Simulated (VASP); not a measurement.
# Bi2H3 (Cmmm) in VASP: further runs

Bi2H3 is run at these levels: PBE; tasks: single point.

Everything below comes from runs of VASP 6.6.1. Logs are shortened: lines on timing, memory, paths and dates and some standing lists are left out, and cuts for length are marked.

### 1 The cell of the first run

It takes space group Cmmm (No. 65, orthorhombic). The conventional cell has a = 4.787 Å, b = 5.771 Å, c = 5.121 Å, α = 90.00°, β = 90.00°, γ = 90.00°. Bi (site symmetry mmm) has 2 H at 1.74 Å within 2.3 Å. Within 3.2 Å of Bi (site symmetry mmm) lie 8 H at 2.39 to 3.10 Å and 2 Bi at 2.56 Å. Within 1.8 Å of H (site symmetry 2mm) lie 1 H at 1.31 Å and 1 Bi at 1.74 Å. H (site symmetry mmm) has 4 Bi at 2.39 to 2.89 Å and 4 H at 2.64 Å within 3.2 Å.

The cell was built from a structure type or drawn by symmetry, and may not be a known phase.

### 2 Single point, PBE

File INCAR:

```
SYSTEM = Bi2H3
PREC = Accurate ; ENCUT = 520
EDIFF = 1E-6 ; ISMEAR = 0
SIGMA = 0.1 ; LREAL = .False.
LASPH = .True. ; NELM = 60
ALGO = Normal ; ISIF = 2
LWAVE = .False. ; LCHARG = .False.
GGA = PE ; NBANDS = 24
```

File KPOINTS:

```
regular mesh
0
Gamma
  6 6 4
  0 0 0
```

File POSCAR:

```
Bi2H3
1.0
    2.3937114800     -2.8852661300      0.0000000000
    2.3937114800      2.8852661300      0.0000000000
    0.0000000000      0.0000000000      5.1213788300
Bi H
2 3
Direct
    0.5000000000      0.5000000000      0.0000000000
    0.5000000000      0.5000000000      0.5000000000
    0.8634611000      0.8634611000      0.0000000000
    0.1365389000      0.1365389000      0.0000000000
    0.0000000000      0.0000000000      0.5000000000
```

Potentials or basis: VASP PAW PBE potentials, release 64 (Bi_d, H).

The run is started by

```bash
cat potpaw_PBE.64/Bi_d/POTCAR potpaw_PBE.64/H/POTCAR > POTCAR
mpirun -np 1 vasp_std > vasp.out
```

OUTCAR:

```text
SYSTEM = Bi2H3
   PREC = Accurate
   ENCUT = 520
   EDIFF = 1E-6
   ISMEAR = 0
   LREAL = .False.
   LASPH = .True.
   NELM = 60
   ISIF = 2
   GGA = PE

 ion  position               nearest neighbor table
   1  0.500  0.500  0.000-   3 1.74   4 1.74   2 2.56   2 2.56
   2  0.500  0.500  0.500-   5 2.39   5 2.39   1 2.56   1 2.56
   3  0.863  0.863  0.000-   1 1.74
   4  0.137  0.137  0.000-   1 1.74
   5  0.000  0.000  0.500-   2 2.39   2 2.39

  LATTYP: Found a base centered orthorhombic cell.
 ALAT       =     4.7874229600
 B/A-ratio  =     1.2053525056
 C/A-ratio  =     1.0697569178

  Lattice vectors:

 A1 = (   2.3937114800,  -2.8852661300,   0.0000000000)
 A2 = (   2.3937114800,   2.8852661300,   0.0000000000)
 A3 = (   0.0000000000,   0.0000000000,   5.1213788300)

Analysis of symmetry for initial positions (statically):
=====================================================================
 Subroutine PRICEL returns:
 Original cell was already a primitive cell.

 Routine SETGRP: Setting up the symmetry group for a
 base centered orthorhombic supercell.

 Subroutine GETGRP returns: Found  8 space group operations
 (whereof  8 operations were pure point group operations)
 out of a pool of  8 trial point group operations.

The static configuration has the point symmetry D_2h.

Analysis of symmetry for dynamics (positions and initial velocities):
=====================================================================
 Subroutine PRICEL returns:
 Original cell was already a primitive cell.

 Routine SETGRP: Setting up the symmetry group for a
 base centered orthorhombic supercell.

 Subroutine GETGRP returns: Found  8 space group operations
 (whereof  8 operations were pure point group operations)
 out of a pool of  8 trial point group operations.

The dynamic configuration has the point symmetry D_2h.

 Subroutine INISYM returns: Found  8 space group operations
 (whereof  8 operations are pure point group operations),
 and found     1 'primitive' translations

----------------------------------------------------------------------------------------

                                     Primitive cell

  volume of cell :      70.7416

  direct lattice vectors                    reciprocal lattice vectors
     2.393711480 -2.885266130  0.000000000     0.208880646 -0.173294240  0.000000000
[... 86 lines left out ...]
   ISPIN  =      1    spin polarized calculation?
   LNONCOLLINEAR =      F non collinear calculations
   LSORBIT =      F    spin-orbit coupling
   LASPH  =      T    aspherical Exc in radial PAW
   ENCUT  =  520.0 eV  38.22 Ry    6.18 a.u.   6.97  6.97  9.52*2*pi/ulx,y,z
   NELM   =     60;   NELMIN=  2; NELMDL= -5     # of ELM steps
   EDIFF  = 0.1E-05   stopping-criterion for ELM
   LREAL  =      F    real-space projection
   EDIFFG = 0.1E-04   stopping-criterion for IOM
   NSW    =      0    number of steps for IOM
   IBRION =     -1    ionic relax: 0-MD 1-quasi-New 2-CG
   NFREE  =      0    steps in history (QN), initial steepest desc. (CG)
   ISIF   =      2    stress and relaxation
   ISYM   =      2    0-nonsym 1-usesym 2-fastsym
   POTIM  = 0.5000    time-step for ionic-motion
   TEBEG  =    0.0;   TEEND  =   0.0 temperature during run
   PSTRESS=    0.0 pullay stress
   NELECT =      33.0000    total number of electrons
   NUPDOWN=      -1.0000    fix difference up-down
   EMIN   =  10.00;   EMAX   =-10.00  energy-range for DOS
   EFERMI =   0.00;   METHOD = LEGACY
   ISMEAR =     0;   SIGMA  =   0.10  broadening in eV -4-tet -1-fermi 0-gaus
   EFERMI_NEDOS =   21; number of points for ismear=-14 and -15
   IALGO  =     38    algorithm
   IMIX   =      4    mixing-type and parameters
     AMIX     =   0.40;   BMIX     =  1.00
     AMIX_MAG =   1.60;   BMIX_MAG =  1.00
  volume/ion in A,a.u.               =      14.15        95.48
  Fermi-wavevector in a.u.,A,eV,Ry     =   1.269662  2.399312 21.933140  1.612040
  Thomas-Fermi vector in A             =   2.402691
   LORBIT       =      0    0 simple, 1 ext, 2 COOP (PROOUT), +10 PAW based schemes
   GGA     = PE    functional components
   LHFCALC =     F    Hartree Fock is set to
   AEXX    =    0.0000 exact exchange contribution
   IVDW    =     0    specifies the selected vdW correction
   LEPSILON=     F    determine dielectric tensor
   LRPA    =     F    only Hartree local field effects (RPA)
 non-spin polarized calculation
 Gauss-broadening in eV      SIGMA  =   0.10
  energy-cutoff  :      520.00
  volume of cell :       70.74
 maximum number of plane-waves:      1931
   NGX = 13   NGY = 13   NGZ = 19

 number of electron      32.9999998 magnetization

 Free energy of the ion-electron system (eV)
  ---------------------------------------------------
  ext. energy  EPLUGINS =         0.00000000
  ---------------------------------------------------
  free energy    TOTEN  =       -11.72132155 eV

  energy without entropy =      -11.71415581  energy(sigma->0) =      -11.71773868

 E-fermi :   7.2596     XC(G=0): -10.1712

 val. band max:        7.1691480633   @ k =   0.1667   0.0000   0.2500
 cond. band min:       7.2646666264   @ k =   0.3333   0.3333   0.0000
 fundamental gap:      0.0955185631
 Fermi energy:         7.2596464684

 k-point     1 :       0.0000    0.0000    0.0000
  band No.  band energies     occupation
      1     -17.5194      2.00000
      2     -16.5932      2.00000
      3     -16.5371      2.00000
      4     -16.1875      2.00000
      5     -16.1167      2.00000
      6     -16.0037      2.00000
[... 637 lines left out ...]
     23      15.8413      0.00000
     24      16.8340      0.00000

 [... further k-points ...]
[... 5 lines left out ...]
  --------------------------------------------------------------------------------------
  -------------------------------------------------------------------------------------
  Total        6.1878115      3.6130303     27.9245696     -0.0000000      0.0000000      0.0000000
  in kB      140.1435391     81.8290689    632.4446061     -0.0000000      0.0000000      0.0000000
  external PRESSURE =     284.8057380 kB  Pullay stress =       0.0000000 kB

 VOLUME and BASIS-vectors are now :
 -----------------------------------------------------------------------------
  energy-cutoff  :      520.00
  volume of cell :       70.74
      direct lattice vectors                 reciprocal lattice vectors
     2.393711480 -2.885266130  0.000000000     0.208880646 -0.173294240  0.000000000
     2.393711480  2.885266130  0.000000000     0.208880646  0.173294240  0.000000000
     0.000000000  0.000000000  5.121378830     0.000000000  0.000000000  0.195259916

 POSITION                                       TOTAL-FORCE (eV/Angst)
 -----------------------------------------------------------------------------------
      2.39371      0.00000      0.00000        -0.000000     -0.000000      0.000000
      2.39371      0.00000      2.56069         0.000000     -0.000000      0.000000
      4.13375      0.00000      0.00000         3.349344      0.000000      0.000000
      0.65367      0.00000      0.00000        -3.349344      0.000000     -0.000000
      0.00000      0.00000      2.56069         0.000000      0.000000      0.000000
 -----------------------------------------------------------------------------------
    total drift:                                0.000000      0.000000      0.000000

  FREE ENERGIE OF THE ION-ELECTRON SYSTEM (eV)
  ---------------------------------------------------
  free  energy   TOTEN  =       -11.7213215457 eV

  energy  without entropy=      -11.7141558068  energy(sigma->0) =      -11.71773868
```

OSZICAR:

```text
N       E                     dE             d eps       ncg     rms          rms(c)
DAV:   1     0.332406216332E+03    0.33241E+03   -0.16982E+04  1872   0.163E+03
DAV:   2     0.161082932555E+02   -0.31630E+03   -0.30645E+03  1952   0.447E+02
DAV:   3    -0.113827175414E+02   -0.27491E+02   -0.27060E+02  2336   0.143E+02
DAV:   4    -0.122687338376E+02   -0.88602E+00   -0.88544E+00  2400   0.280E+01
DAV:   5    -0.123020233739E+02   -0.33290E-01   -0.33289E-01  2776   0.485E+00    0.409E+00
DAV:   6    -0.117924127074E+02    0.50961E+00   -0.32431E-01  2632   0.742E+00    0.180E+00
DAV:   7    -0.117222117609E+02    0.70201E-01   -0.25902E-01  2520   0.337E+00    0.530E-01
DAV:   8    -0.117207082493E+02    0.15035E-02   -0.37104E-02  2304   0.185E+00    0.201E-01
DAV:   9    -0.117212075204E+02   -0.49927E-03   -0.43346E-03  2744   0.603E-01    0.772E-02
DAV:  10    -0.117213059599E+02   -0.98440E-04   -0.23881E-04  2552   0.176E-01    0.271E-02
DAV:  11    -0.117213238282E+02   -0.17868E-04   -0.53149E-05  2320   0.682E-02    0.664E-03
DAV:  12    -0.117213219903E+02    0.18379E-05   -0.39290E-06  2096   0.317E-02    0.220E-03
DAV:  13    -0.117213215457E+02    0.44456E-06   -0.72217E-07  1368   0.146E-02
   1 F= -.11721322E+02 E0= -.11717739E+02  d E =-.716574E-02
```

stdout:

```text
POSCAR found type information on POSCAR BiH
 POSCAR found :  2 types and       5 ions
 scaLAPACK will be used
 LDA part: xc-table for (Slater+PW92), standard interpolation
 POSCAR, INCAR and KPOINTS ok, starting setup
 FFT: planning ... GRIDC
 FFT: planning ... GRID_SOFT
 FFT: planning ... GRID
 WAVECAR not read
 entering main loop
```

Run time: 32 s. Hardware: 1 thread of AMD EPYC 9R45 (Zen 5), shared host; peak memory 0.17 GiB.

Results:

| Quantity | Value |
| --- | --- |
| Free energy | -11.7213 eV |
| Pressure | 28.5 GPa |
| Largest force | 3.349 eV/Å |
| Band gap on the k mesh | zero (an odd number of electrons rules out a gap without spin polarisation) |

Forces on the atoms (eV/Å):
```
Bi   0.000  0.000  0.000
Bi   0.000  0.000  0.000
H    3.349  0.000  0.000
H   -3.349  0.000  0.000
H    0.000  0.000  0.000
```

Stress tensor (GPa, compression positive):
```
14.01  0.00  0.00
 0.00  8.18  0.00
 0.00  0.00 63.24
```

Caveat: the cell stands under pressure; spin-orbit coupling is left out, which moves the levels of the heavy elements; forces of over 1 eV/Å act on the atoms, so gaps and moduli don't describe the material at rest.

### 3 Single point, PBE

This run uses another cell than the first one, of 18.68 Å³/atom.

File INCAR:

```
SYSTEM = Bi2H3
ALGO = Normal
EDIFF = 1E-6
ENCUT = 520
GGA = PE
ISIF = 2
ISMEAR = 0
LASPH = .TRUE.
LCHARG = .FALSE.
LREAL = .FALSE.
LWAVE = .FALSE.
NBANDS = 24
NELM = 100
PREC = Accurate
SIGMA = 0.1
```

File KPOINTS:

```
k-points
0
G
  6 6 4
  0 0 0
```

File POSCAR:

```
Bi2H3
1.0
    2.4374709970     -2.9292709291      0.0000000000
    2.4374709970      2.9292709291      0.0000000000
    0.0000000000      0.0000000000      6.5419080427
Bi H
2 3
Direct
    0.5000000000      0.5000000000      0.0000000000
    0.5000000000      0.5000000000      0.5000000000
    0.9153460533      0.9153460533      0.0000000000
    0.0846539467      0.0846539467      0.0000000000
    0.0000000000      0.0000000000      0.5000000000
```

Potentials or basis: VASP PAW PBE potentials, release 64 (Bi_d, H).

The run is started by

```bash
cat potpaw_PBE.64/Bi_d/POTCAR potpaw_PBE.64/H/POTCAR > POTCAR
mpirun -np 1 vasp_std > vasp.out
```

Wall time 39 s (1 thread of AMD EPYC 9R45 (Zen 5), shared host); peak memory 0.19 GiB.

The run converged. Its results:

```yaml
Free_energy: -15.0773 eV
Pressure: -0.2 GPa
Largest_force: 0.013 eV/Å
Band_gap_on_the_k_mesh: zero (an odd number of electrons rules out a gap without spin polarisation)
```

Forces in eV/Å, atoms in the order of the input:
```
Bi   0.000  0.000  0.000
Bi   0.000  0.000  0.000
H    0.013  0.000  0.000
H   -0.013  0.000  0.000
H    0.000  0.000  0.000
```

Stress tensor (GPa, compression positive):
```
-0.37  0.00  0.00
 0.00 -0.10  0.00
 0.00  0.00 -0.05
```

Levels at points of the mesh, in eV from the Fermi level:
| k point | band 14 | band 15 | band 16 | band 17 | band 18 | band 19 |
| --- | --- | --- | --- | --- | --- | --- |
| (0.00, 0.00, 0.00) | -4.19 | -1.07 | -0.85 | 1.19 | 1.41 | 2.98 |
| (0.50, 0.00, 0.00) | -5.04 | -3.19 | -0.06 | 1.73 | 2.55 | 3.34 |
| (0.50, 0.50, 0.00) | -3.46 | -3.32 | -2.47 | -2.19 | -1.61 | -1.16 |
| (0.00, 0.00, 0.50) | -1.28 | -1.02 | -0.92 | -0.81 | 1.10 | 1.94 |
| (0.50, 0.00, 0.50) | -5.13 | -0.08 | -0.03 | 0.07 | 1.21 | 3.44 |
| (0.50, 0.50, 0.50) | -3.09 | -2.79 | -2.62 | -2.28 | -1.62 | 0.73 |

Caveat: spin-orbit coupling is left out, which moves the levels of the heavy elements.
